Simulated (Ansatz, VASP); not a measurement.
## One calculation of CuI, two programs

The input INCAR:

```
  PREC = Accurate
  ENCUT = 520
  EDIFF = 1E-8
  ISMEAR = -1
  SIGMA = 0.02
  LREAL = False
  LASPH = True
  NELM = 60
  ALGO = Normal
  ISIF = 2
  LWAVE = False
  LCHARG = False
  GGA = PE
  LEFG = True
  NBANDS = 26
```

The input KPOINTS:

```
regular mesh
0
Gamma
  5 5 6
```

POSCAR

```
CuI
1.0
    3.8063855430     -3.7838712480      0.0000000000
    3.8063855430      3.7838712480      0.0000000000
    0.0000000000      0.0000000000      4.3914700505
Cu I
2 2
Direct
    0.4204388300      0.5795611700      0.7500000000
    0.5795611700      0.4204388300      0.2500000000
    0.7700426800      0.2299573200      0.7500000000
    0.2299573200      0.7700426800      0.2500000000
```

Input for Ansatz:

```yaml
crystal:
  lattice:
    - [3.806385543, -3.783871248, 0.0]
    - [3.806385543, 3.783871248, 0.0]
    - [0.0, 0.0, 4.3914700505]
  atoms:
    - { symbol: Cu, position: [0.42043883, 0.57956117, 0.75] }
    - { symbol: Cu, position: [0.57956117, 0.42043883, 0.25] }
    - { symbol: I, position: [0.77004268, 0.22995732, 0.75] }
    - { symbol: I, position: [0.22995732, 0.77004268, 0.25] }
kpoints:
  mp_grid: { grid: [5, 5, 6] }
scf:
  occupations: { method: fermi_dirac, width: 0.02 }
hamiltonian:
  xc: pbe
  pseudopotentials: { kind: paw }
output:
  forces: true
  stress: true
  eigenvalues: true
  efg: { contact_densities: true }
```

Change from the starting cell: volume scaled by 1.06, PAW files.

Alike in both runs: task electric field gradients; functional PBE; k mesh 5 × 5 × 6; occupations fermi-dirac, width 0.02 eV; no spin polarisation.

```csv
,VASP,Ansatz
version,VASP 6.6.1,Ansatz 0.2.0
potentials or method,"VASP PAW PBE potentials, release 64 (Cu, I)","PAW with Ansatz's default frozen-core files, scalar-relativistic"
plane-wave cutoff (eV),520,420
valence electrons in the cell,36,72
```

Ansatz gave:

| Item | Value |
| --- | --- |
| gap on the k mesh at the Fermi level (eV) | 0.97 |
| pressure (GPa) | -0.8 |
| traceless stress, the component that is largest in VASP (GPa) | 1.29 |
| rms of the force components (eV/Å) | 0.124 |
| size of Vzz on the site where it differs most (V/Å²) | 436.6 |

Problem. What did VASP give for the same quantities?

Solution. gap on the k mesh at the Fermi level (eV): 0.98; pressure (GPa): -0.7; traceless stress, the component that is largest in VASP (GPa): 1.23; rms of the force components (eV/Å): 0.121; size of Vzz on the site where it differs most (V/Å²): 423.0.

Atom by atom the forces differ by 0.005 eV/Å (rms over components). VASP's potentials hold 36 valence electrons a cell and Ansatz's 72, so a difference there can come from the potentials and not from the codes.

Spin-orbit coupling is off throughout.
